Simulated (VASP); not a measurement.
**PbO: single point with PBE**

The system is PbO.

```
Pb O
1.0
     3.61816    0.01451   -0.02642
    -1.79651    3.04553   -0.00710
    -0.02440   -0.02166    3.29184
Pb O
1 1
Direct
  0.99699 0.01241 0.98153
  0.66967 0.32092 0.51847
```

This cell differs from its parent crystal: atoms moved at random and the cell strained at random.

- Program: VASP 6.6.1
- Task: single point
- Functional: PBE
- Potentials or basis: VASP PAW PBE potentials, release 64 (Pb_d, O)
- Cutoff: 520 eV
- k mesh: 12 × 12 × 10
- Occupations: gaussian, width 0.05 eV
- Spin: no spin polarisation

```
Pressure               : 0.4 GPa
Largest force          : 0.269 eV/Å
Band gap on the k mesh : 0.15 eV (least direct gap 0.38 eV)
```

Forces in eV/Å, atoms in the order of the input:
```
Pb   0.075 -0.127 -0.225
O   -0.075  0.127  0.225
```

Stress tensor (GPa, compression positive):
```
-0.50  0.33  0.41
 0.33  0.75 -0.28
 0.41 -0.28  1.04
```

Levels at points of the mesh, in eV from the valence-band top:
| k point | band 7 | band 8 | band 9 | band 10 | band 11 | band 12 | band 13 | band 14 |
| --- | --- | --- | --- | --- | --- | --- | --- | --- |
| (0.00, 0.00, 0.00) | -8.02 | -2.55 | -2.32 | -2.02 | 5.96 | 6.50 | 7.83 | 9.41 |
| (0.50, 0.00, 0.00) | -8.62 | -2.97 | -2.14 | -1.79 | 1.24 | 6.37 | 7.61 | 8.82 |
| (0.00, 0.50, 0.00) | -8.41 | -3.18 | -2.38 | -1.85 | 1.40 | 6.10 | 7.96 | 8.53 |
| (0.50, 0.50, 0.00) | -8.80 | -2.95 | -1.92 | -1.64 | 1.21 | 6.23 | 7.55 | 8.44 |
| (0.00, 0.00, 0.50) | -9.18 | -1.91 | -1.82 | -0.23 | 0.15 | 7.51 | 7.84 | 12.31 |
| (0.50, 0.00, 0.50) | -6.48 | -4.49 | -3.86 | -1.98 | 2.76 | 3.35 | 5.14 | 8.19 |
| (0.00, 0.50, 0.50) | -6.36 | -4.34 | -3.68 | -2.06 | 2.43 | 3.16 | 4.57 | 8.30 |
| (0.50, 0.50, 0.50) | -6.25 | -4.66 | -4.20 | -1.94 | 3.01 | 3.63 | 4.91 | 8.05 |

Run time: 2.4 min on 1 thread of Intel(R) Xeon(R) 6975P-C (Granite Rapids), with other jobs on the host, peak memory 0.5 GiB.

Caveat: the cell differs from its parent crystal (atoms moved at random and the cell strained at random); spin-orbit coupling is left out, which moves the levels of the heavy elements. A k mesh can miss the band edges.
